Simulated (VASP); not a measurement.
# Al2Cu (P1) in VASP: single point with PBEsol

Aim: the single point of Al2Cu with PBEsol.

All numbers are computed with VASP 6.6.1; they aren't measurements. Logs are shortened: lines on timing, memory, paths and dates and some standing lists are left out, and cuts for length are marked.

**1. The cell of the first run**

The typed cell holds 6 atoms: a = 4.877 Å, b = 4.877 Å, c = 4.877 Å, α = 104.18°, β = 104.18°, γ = 120.67°.

**2. Single point, PBEsol (atom 1 (Al) moved by (-0.200, -0.100) A along x and z)**

The input, INCAR:

```
SYSTEM = Al2Cu
PREC = Accurate
ENCUT = 520
EDIFF = 1E-6
ISMEAR = 0
SIGMA = 0.15
LREAL = .FALSE.
LASPH = .TRUE.
NELM = 100
ALGO = Fast
ISIF = 2
LWAVE = .FALSE.
LCHARG = .TRUE.
GGA = PS
LELF = .TRUE.
LVHAR = .TRUE.
NBANDS = 26
```

The input, KPOINTS:

```
regular mesh
0
G
  12 12 12
  0 0 0
```

The input, POSCAR:

```
Al2Cu
1.0
   -2.9965506923      2.9965506923      2.4139243086
    2.9965506923     -2.9965506923      2.4139243086
    2.9965506923      2.9965506923     -2.4139243086
Al Cu
4 2
Direct
    0.1386067982      0.6052350951      0.7852682129
    0.6593199580      0.8406800420      0.5000000000
    0.8406800420      0.3406800420      0.1813600840
    0.3406800420      0.1593199580      0.5000000000
    0.7500000000      0.7500000000      0.0000000000
    0.2500000000      0.2500000000      0.0000000000
```

Potentials or basis: VASP PAW PBE potentials, release 64 (Al, Cu).

Run with:

```console
cat potpaw_PBE.64/Al/POTCAR potpaw_PBE.64/Cu/POTCAR > POTCAR
mpirun -np 1 vasp_std > vasp.out
```

OUTCAR:

```text
SYSTEM = Al2Cu
   PREC = Accurate
   ENCUT = 520
   EDIFF = 1E-6
   ISMEAR = 0
   LREAL = .FALSE.
   LASPH = .TRUE.
   NELM = 100
   ISIF = 2
   GGA = PS

 ion  position               nearest neighbor table
   1  0.139  0.605  0.785-   6 2.44   5 2.54   3 2.57   5 2.68   6 2.76   3 2.86   2 2.88   4 3.00
                             4 3.01   3 3.03   2 3.04   4 3.16   2 3.26   2 3.26
   2  0.659  0.841  0.500-   6 2.56   5 2.56   5 2.56   6 2.56   4 2.70   4 2.86   4 2.86   1 2.88
                             1 3.04   3 3.08   3 3.08   3 3.19   3 3.19   1 3.26   1 3.26
   3  0.841  0.341  0.181-   5 2.56   6 2.56   5 2.56   6 2.56   1 2.57   1 2.86   1 3.03   4 3.08
                             2 3.08   2 3.08   4 3.08   4 3.19   2 3.19   4 3.19   2 3.19
   4  0.341  0.159  0.500-   5 2.56   6 2.56   6 2.56   5 2.56   2 2.70   2 2.86   2 2.86   1 3.00
                             1 3.01   3 3.08   3 3.08   1 3.16   3 3.19   3 3.19
   5  0.750  0.750  0.000-   6 2.41   6 2.41   1 2.54   3 2.56   3 2.56   2 2.56   4 2.56   4 2.56
                             2 2.56   1 2.68
   6  0.250  0.250  0.000-   5 2.41   5 2.41   1 2.44   3 2.56   3 2.56   2 2.56   4 2.56   2 2.56
                             4 2.56   1 2.76

  LATTYP: Found a body centered tetragonal cell.
 ALAT       =     5.9931013846
 C/A-ratio  =     0.8055676531

  Lattice vectors:

 A1 = (  -2.9965506923,   2.9965506923,   2.4139243086)
 A2 = (   2.9965506923,  -2.9965506923,   2.4139243086)
 A3 = (   2.9965506923,   2.9965506923,  -2.4139243086)

Analysis of symmetry for initial positions (statically):
=====================================================================
 Subroutine PRICEL returns:
 Original cell was already a primitive cell.

 Routine SETGRP: Setting up the symmetry group for a
 body centered tetragonal supercell.

 Subroutine GETGRP returns: Found  1 space group operations
 (whereof  1 operations were pure point group operations)
 out of a pool of 16 trial point group operations.

The static configuration has the point symmetry C_1 .

Analysis of symmetry for dynamics (positions and initial velocities):
=====================================================================
 Subroutine PRICEL returns:
 Original cell was already a primitive cell.

 Routine SETGRP: Setting up the symmetry group for a
 body centered tetragonal supercell.

 Subroutine GETGRP returns: Found  1 space group operations
 (whereof  1 operations were pure point group operations)
 out of a pool of 16 trial point group operations.

The dynamic configuration has the point symmetry C_1 .

 Subroutine INISYM returns: Found  1 space group operations
 (whereof  1 operations are pure point group operations),
 and found     1 'primitive' translations

----------------------------------------------------------------------------------------

                                     Primitive cell

  volume of cell :      86.7016

  direct lattice vectors                    reciprocal lattice vectors
    -2.996550692  2.996550692  2.413924309     0.000000000  0.166858515  0.207131598
     2.996550692 -2.996550692  2.413924309     0.166858515  0.000000000  0.207131598
     2.996550692  2.996550692 -2.413924309     0.166858515  0.166858515  0.000000000

  length of vectors
     4.877054713  4.877054713  4.877054713     0.265979817  0.265979817  0.235973576

  position of ions in fractional coordinates (direct lattice)
     0.138606798  0.605235095  0.785268213
     0.659319958  0.840680042  0.500000000
     0.840680042  0.340680042  0.181360084
     0.340680042  0.159319958  0.500000000
     0.750000000  0.750000000  0.000000000
     0.250000000  0.250000000  0.000000000

  ion indices of the primitive-cell ions
   primitive index   ion index
                 1           1
                 2           2
                 3           3
                 4           4
                 5           5
                 6           6

----------------------------------------------------------------------------------------

 KPOINTS: regular mesh

Automatic generation of k-mesh.
 Grid dimensions read from file:
 generate k-points for:   12   12   12

 Generating k-lattice:

  Cartesian coordinates                     Fractional coordinates (reciprocal lattice)
     0.000000000  0.013904876  0.017260967     0.083333333 -0.000000000  0.000000000
     0.013904876  0.000000000  0.017260967    -0.000000000  0.083333333  0.000000000
     0.013904876  0.013904876  0.000000000     0.000000000  0.000000000  0.083333333

  Length of vectors
     0.022164985  0.022164985  0.019664465

  Shift w.r.t. Gamma in fractional coordinates (k-lattice)
     0.000000000  0.000000000  0.000000000

 Subroutine IBZKPT returns following result:
 ===========================================

 Found    868 irreducible k-points:

 Following reciprocal coordinates:
            Coordinates               Weight
  0.000000  0.000000  0.000000      1.000000
  0.083333 -0.000000  0.000000      2.000000
  0.083333 -0.000000 -0.083333      2.000000
 -0.000000  0.083333 -0.083333      2.000000
 -0.000000  0.083333  0.000000      2.000000
  0.166667 -0.000000  0.000000      2.000000
[... 16 lines left out ...]
  0.500000 -0.000000  0.500000      1.000000
 -0.000000  0.500000  0.500000      1.000000
 [... further k-points ...]
   k-points           NKPTS =    868   k-points in BZ     NKDIM =    868   number of bands    NBANDS=     26
   number of dos      NEDOS =    301   number of ions     NIONS =      6
   total plane-waves  NPLWV =  46656
   dimension x,y,z NGX =    36 NGY =   36 NGZ =   36
   dimension x,y,z NGXF=    72 NGYF=   72 NGZF=   72
   ions per type =               4   2
   NGX,Y,Z   is equivalent  to a cutoff of  12.27, 12.27, 12.27 a.u.
   NGXF,Y,Z  is equivalent  to a cutoff of  24.54, 24.54, 24.54 a.u.
 SYSTEM =  Al2Cu
   PREC   = accura    normal or accurate (medium, high low for compatibility)
   ISTART =      0    job   : 0-new  1-cont  2-samecut
   ICHARG =      2    charge: 1-file 2-atom 10-const
   ISPIN  =      1    spin polarized calculation?
   LNONCOLLINEAR =      F non collinear calculations
   LSORBIT =      F    spin-orbit coupling
   LASPH  =      T    aspherical Exc in radial PAW
   ENCUT  =  520.0 eV  38.22 Ry    6.18 a.u.   9.07  9.07  9.07*2*pi/ulx,y,z
   NELM   =    100;   NELMIN=  2; NELMDL= -5     # of ELM steps
   EDIFF  = 0.1E-05   stopping-criterion for ELM
   LREAL  =      F    real-space projection
   EDIFFG = 0.1E-04   stopping-criterion for IOM
   NSW    =      0    number of steps for IOM
   IBRION =     -1    ionic relax: 0-MD 1-quasi-New 2-CG
   NFREE  =      0    steps in history (QN), initial steepest desc. (CG)
   ISIF   =      2    stress and relaxation
   ISYM   =      2    0-nonsym 1-usesym 2-fastsym
   POTIM  = 0.5000    time-step for ionic-motion
   TEBEG  =    0.0;   TEEND  =   0.0 temperature during run
   PSTRESS=    0.0 pullay stress
   NELECT =      34.0000    total number of electrons
   NUPDOWN=      -1.0000    fix difference up-down
   EMIN   =  10.00;   EMAX   =-10.00  energy-range for DOS
   EFERMI =   0.00;   METHOD = LEGACY
   ISMEAR =     0;   SIGMA  =   0.15  broadening in eV -4-tet -1-fermi 0-gaus
   EFERMI_NEDOS =   21; number of points for ismear=-14 and -15
   IALGO  =     68    algorithm
   IMIX   =      4    mixing-type and parameters
     AMIX     =   0.40;   BMIX     =  1.00
     AMIX_MAG =   1.60;   BMIX_MAG =  1.00
  volume/ion in A,a.u.               =      14.45        97.52
  Fermi-wavevector in a.u.,A,eV,Ry     =   1.198281  2.264424 19.536312  1.435878
  Thomas-Fermi vector in A             =   2.334174
   LORBIT       =      0    0 simple, 1 ext, 2 COOP (PROOUT), +10 PAW based schemes
   GGA     = PS    functional components
   LHFCALC =     F    Hartree Fock is set to
   AEXX    =    0.0000 exact exchange contribution
   IVDW    =     0    specifies the selected vdW correction
   LEPSILON=     F    determine dielectric tensor
   LRPA    =     F    only Hartree local field effects (RPA)
 non-spin polarized calculation
 RMM-DIIS sequential band-by-band and
 Gauss-broadening in eV      SIGMA  =   0.15
  energy-cutoff  :      520.00
  volume of cell :       86.70
 maximum number of plane-waves:      2376
   NGX = 19   NGY = 19   NGZ = 19

 number of electron      34.0000009 magnetization

 Free energy of the ion-electron system (eV)
  ---------------------------------------------------
  ext. energy  EPLUGINS =         0.00000000
  ---------------------------------------------------
  free energy    TOTEN  =       -25.89006092 eV

  energy without entropy =      -25.86776378  energy(sigma->0) =      -25.87891235

 E-fermi :   8.2030     XC(G=0): -11.0768

 val. band max:        8.2024723404   @ k =  -0.0833  -0.2500  -0.1667
 cond. band min:       8.2032776878   @ k =  -0.0833  -0.0833   0.3333
 fundamental gap:      0.0008053474
 Fermi energy:         8.2030311322

 k-point     1 :       0.0000    0.0000    0.0000
  band No.  band energies     occupation
      1      -2.7538      2.00000
      2       2.8016      2.00000
      3       2.9406      2.00000
      4       2.9867      2.00000
      5       3.0470      2.00000
      6       3.9077      2.00000
[... 18 lines left out ...]
     25      13.6481      0.00000
     26      14.2206      0.00000

 k-point     2 :       0.0833   -0.0000    0.0000
  band No.  band energies     occupation
      1      -2.6798      2.00000
      2       2.7931      2.00000
      3       2.9257      2.00000
      4       2.9987      2.00000
      5       3.0490      2.00000
      6       3.8884      2.00000
[... 18 lines left out ...]
     25      13.7269      0.00000
[... 608 lines left out ...]
     25      15.9028      0.00000
     26      16.0407      0.00000

 k-point    24 :      -0.0000    0.5000    0.5000
  band No.  band energies     occupation
      1      -0.2407      2.00000
      2      -0.0933      2.00000
      3       2.8398      2.00000
      4       2.9199      2.00000
      5       3.2325      2.00000
      6       3.2693      2.00000
[... 18 lines left out ...]
     25      15.8162      0.00000
     26      15.9538      0.00000

 [... further k-points ...]

------------------------ aborting loop because EDIFF is reached ----------------------------------------

  FORCE on cell =-STRESS in cart. coord.  units (eV):
  Direction    XX          YY          ZZ          XY          YZ          ZX
  --------------------------------------------------------------------------------------
  -------------------------------------------------------------------------------------
  Total        0.1125042      1.1134310     -0.3077463      0.5033611     -0.3809938     -0.1060790
  in kB        2.0789906     20.5753379     -5.6869127      9.3017223     -7.0404685     -1.9602569
  external PRESSURE =       5.6558053 kB  Pullay stress =       0.0000000 kB

 VOLUME and BASIS-vectors are now :
 -----------------------------------------------------------------------------
  energy-cutoff  :      520.00
  volume of cell :       86.70
      direct lattice vectors                 reciprocal lattice vectors
    -2.996550692  2.996550692  2.413924309     0.000000000  0.166858515  0.207131598
     2.996550692 -2.996550692  2.413924309     0.166858515  0.000000000  0.207131598
     2.996550692  2.996550692 -2.413924309     0.166858515  0.166858515  0.000000000

 POSITION                                       TOTAL-FORCE (eV/Angst)
 -----------------------------------------------------------------------------------
      3.75137      0.95482     -0.10000         1.051518     -0.072071      0.398518
      2.04173      0.95482      2.41392        -0.097385      0.009250     -0.097083
     -0.95482      2.04173      2.41392        -0.336341     -0.373461     -0.096257
      0.95482      2.04173      0.00000        -0.125714      0.011168     -0.033406
      0.00000      0.00000      3.62089        -0.216655      0.126038      0.077222
      0.00000      0.00000      1.20696        -0.275424      0.299075     -0.248994
 -----------------------------------------------------------------------------------
    total drift:                                0.001592     -0.001722      0.000451

  FREE ENERGIE OF THE ION-ELECTRON SYSTEM (eV)
  ---------------------------------------------------
  free  energy   TOTEN  =       -25.8900609169 eV

  energy  without entropy=      -25.8677637772  energy(sigma->0) =      -25.87891235
```

Wall time 58 min (1 thread of Oxide Virtual Turin-like, shared host); peak memory 1.4 GiB.

Results:

| Property | Result |
| --- | --- |
| Free energy | -25.8901 eV |
| Pressure | 0.6 GPa |
| Largest force | 1.127 eV/Å |
| Band gap on the k mesh | zero (bands 17 and 18 overlap by 4.18 eV) |

Forces on the atoms (eV/Å):
```
Al   1.052 -0.072  0.399
Al  -0.097  0.009 -0.097
Al  -0.336 -0.373 -0.096
Al  -0.126  0.011 -0.033
Cu  -0.217  0.126  0.077
Cu  -0.275  0.299 -0.249
```

Caveat: the cell differs from its parent crystal (atom 1 (Al) moved by (-0.200, -0.100) A along x and z); the PAW data sets were made with another functional, which shifts forces and pressure a little.
